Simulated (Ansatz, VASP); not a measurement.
## One calculation of BeCl, two programs

The input INCAR:

```
PREC = Accurate
ENCUT = 600
EDIFF = 1E-6
ISMEAR = 0
SIGMA = 0.1
LREAL = False
LASPH = True
NELM = 100
ALGO = Normal
ISIF = 3
LWAVE = False
LCHARG = False
GGA = PS
IBRION = 2
NSW = 100
EDIFFG = -0.05
```

KPOINTS

```
regular mesh
0
Gamma
  6 6 4
```

File POSCAR:

```
BeCl
1.0
    2.9644388489      0.0000000000      0.0000000000
    0.0000000000      2.9644388489      0.0000000000
    0.0000000000      0.0000000000      5.2814892086
Be Cl
2 2
Direct
    0.0000000000      0.5000000000      0.1460000000
    0.5000000000      0.0000000000      0.8540000000
    0.0000000000      0.5000000000      0.6950000000
    0.5000000000      0.0000000000      0.3050000000
```

Input for Ansatz:

```yaml
crystal:
  lattice:
    - [2.9644388489, 0.0, 0.0]
    - [0.0, 2.9644388489, 0.0]
    - [0.0, 0.0, 5.2814892086]
  atoms:
    - { symbol: Be, position: [0.0, 0.5, 0.146] }
    - { symbol: Be, position: [0.5, 0.0, 0.854] }
    - { symbol: Cl, position: [0.0, 0.5, 0.695] }
    - { symbol: Cl, position: [0.5, 0.0, 0.305] }
basis:
  ecutwfc: 420
kpoints:
  mp_grid: { grid: [6, 6, 4] }
hamiltonian:
  xc: pbesol
scf:
  occupations: { method: gaussian, width: 0.1 }
output:
  forces: true
  stress: true
  eigenvalues: true
relax:
  adjacent_minimum: "off"
  f_tol: 0.05
  max_steps: 80
  cell: { stress_tol: 0.5 }
```

Alike in both runs: task relaxation of cell and atoms; functional PBEsol; k mesh 6 × 6 × 4; occupations gaussian, width 0.1 eV; no spin polarisation.

|  | VASP | Ansatz |
| --- | --- | --- |
| version | VASP 6.6.1 | Ansatz 0.2.0 |
| potentials or method | VASP PAW PBE potentials, release 64 (Be, Cl), cutoff 600 eV | scalar-relativistic, plane waves, PAW |
| valence electrons in the cell | 18 | 18 |

|  | VASP | Ansatz | Ansatz less VASP |
| --- | --- | --- | --- |
| gap on the k mesh at the Fermi level, each at its own relaxed structure (eV) | none | none | - |
| relaxed volume (Å³/atom) | 15.86 | 16.17 | +0.307 |
| relaxed cell length with the largest relative difference (Å) | 7.573 | 7.726 | +0.1521 |

VASP's potentials were made for PBE, not for PBEsol. A gap of «none» marks a metal or a gap that the smearing closes.

Noted on VASP's run: the volume moved by over 15 % at a fixed basis, so the end points are rough.
